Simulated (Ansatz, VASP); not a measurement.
Two plane-wave programs on Mo

File INCAR:

```
SYSTEM = Mo
PREC     = Accurate       ! precision mode
ENCUT    = 520            ! plane-wave cutoff, eV
EDIFF    = 1E-8           ! SCF threshold, eV
ISMEAR   = 0              ! smearing method
SIGMA    = 0.05           ! smearing width, eV
LREAL    = .FALSE.        ! projectors in reciprocal space
LASPH    = .TRUE.         ! aspherical terms in the spheres
NELM     = 100            ! most SCF steps
ALGO     = Normal         ! electronic algorithm
ISIF     = 2              ! what is computed and relaxed
LWAVE    = .FALSE.        ! write WAVECAR
LCHARG   = .FALSE.        ! write CHGCAR
GGA      = PE             ! functional
LEFG     = .TRUE.       
NBANDS   = 13             ! bands
```

File KPOINTS:

```
Automatic mesh
0
G
  20 20 20
  0 0 0
```

File POSCAR:

```
Mo
1.0
   -1.5734150000      1.5734150000      1.5734150000
    1.5734150000     -1.5734150000      1.5734150000
    1.5734150000      1.5734150000     -1.5734150000
Mo
1
Direct
    0.0000000000      0.0000000000      0.0000000000
```

Input for Ansatz:

```yaml
crystal:
  lattice:
    - [-1.573415, 1.573415, 1.573415]
    - [1.573415, -1.573415, 1.573415]
    - [1.573415, 1.573415, -1.573415]
  atoms:
    - { symbol: Mo, position: [0.0, 0.0, 0.0] }
basis:
  ecutwfc: 420
  ecutrho_ratio: 4
kpoints:
  mp_grid: { grid: [20, 20, 20] }
hamiltonian:
  xc: pbe
scf:
  occupations: { method: gaussian, width: 0.05 }
output:
  forces: true
  stress: true
  eigenvalues: true
  populations: true
  efg: { contact_densities: true, quadrupole_moments_barn: { Mo: -0.022 } }
```

Alike in both runs: task electric field gradients; functional PBE; k mesh 20 × 20 × 20; occupations gaussian, width 0.05 eV; no spin polarisation.

|  | VASP | Ansatz |
| --- | --- | --- |
| version | VASP 6.6.1 | Ansatz 0.2.0 |
| potentials or method | VASP PAW PBE potentials, release 64 (Mo_sv), cutoff 520 eV | scalar-relativistic, plane waves, PAW |
| valence electrons in the cell | 14 | 14 |

```csv
,VASP,Ansatz,Ansatz less VASP
gap on the k mesh at the Fermi level (eV),none,none,-
pressure (GPa),4.2,3.7,-0.54
```

A gap of «none» marks a metal or a gap that the smearing closes.
